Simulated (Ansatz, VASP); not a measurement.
## One calculation of C, two programs

INCAR

```
PREC     = Accurate       # precision mode
ENCUT    = 520            # plane-wave cutoff, eV
EDIFF    = 1E-6           # SCF threshold, eV
ISMEAR   = 0              # smearing method
SIGMA    = 0.04           # smearing width, eV
LREAL    = F              # projectors in reciprocal space
LASPH    = T              # aspherical terms in the spheres
NELM     = 120            # most SCF steps
ALGO     = Normal         # electronic algorithm
ISIF     = 2              # what is computed and relaxed
LWAVE    = F              # write WAVECAR
LCHARG   = F              # write CHGCAR
LDIPOL   = T            
IDIPOL   = 3            
DIPOL    = 0.5 0.5 0.720
GGA      = PS             # functional
IVDW     = 12             # dispersion correction
NBANDS   = 26             # bands
GGA_COMPAT= F            
NELMDL   = -8
```

KPOINTS

```
Automatic mesh
0
Gamma
  9 9 1
```

The input POSCAR:

```
C
1.0
    4.9171119909      0.0000000000      0.0000000000
   -2.4585559954      4.2583438974      0.0000000000
    0.0000000000      0.0000000000     27.9617409030
C
8
Direct
    0.8329012637     -0.0008322302      0.7200746324
    0.8329331727      0.5004320697      0.7200746324
    0.3333333333      0.0000000000      0.7183657945
    0.3341655636      0.5004001606      0.7200746324
   -0.0008322302      0.8329012637      0.7200746324
    0.0000000000      0.3333333333      0.7183657945
    0.5004320697      0.8329331727      0.7200746324
    0.5004001606      0.3341655636      0.7200746324
```

Input for Ansatz:

```yaml
crystal:
  lattice:
    - [4.9171119909, 0.0, 0.0]
    - [-2.4585559954, 4.2583438974, 0.0]
    - [0.0, 0.0, 27.961740903]
  atoms:
    - { symbol: C, position: [0.8329012637, -0.0008322302, 0.7200746324] }
    - { symbol: C, position: [0.8329331727, 0.5004320697, 0.7200746324] }
    - { symbol: C, position: [0.3333333333, 0.0, 0.7183657945] }
    - { symbol: C, position: [0.3341655636, 0.5004001606, 0.7200746324] }
    - { symbol: C, position: [-0.0008322302, 0.8329012637, 0.7200746324] }
    - { symbol: C, position: [0.0, 0.3333333333, 0.7183657945] }
    - { symbol: C, position: [0.5004320697, 0.8329331727, 0.7200746324] }
    - { symbol: C, position: [0.5004001606, 0.3341655636, 0.7200746324] }
basis:
  ecutwfc: 420
kpoints:
  mp_grid: { grid: [9, 9, 1] }
hamiltonian:
  xc: pbesol
  dispersion: d3bj
scf:
  occupations: { method: gaussian, width: 0.04 }
  n_extra_bands: 8
  max_iter: 160
output:
  forces: true
  eigenvalues: true
  write_density: true
  write_potential: true
  elf: true
  volumetric_format: npy
efield:
  axis: 3
  dipole_correction: true
```

Alike in both runs: task single point; functional PBEsol; dispersion D3(BJ); k mesh 9 × 9 × 1; occupations gaussian, width 0.04 eV; no spin polarisation.

|  | VASP | Ansatz |
| --- | --- | --- |
| version | VASP 6.6.1 | Ansatz 0.2.0 |
| potentials or method | VASP PAW PBE potentials, release 64 (C), cutoff 520 eV | scalar-relativistic, plane waves, PAW |
| valence electrons in the cell | 32 | 32 |

```csv
,VASP,Ansatz,Ansatz less VASP
gap on the k mesh at the Fermi level (eV),none,none,-
rms of the force components (eV/Å),0.260,0.261,+0.0007
```

VASP's potentials were made for PBE, not for PBEsol. Atom by atom the forces differ by 0.002 eV/Å (rms over components). A gap of «none» marks a metal or a gap that the smearing closes. Ansatz's warnings: xc potential rough in thin density.
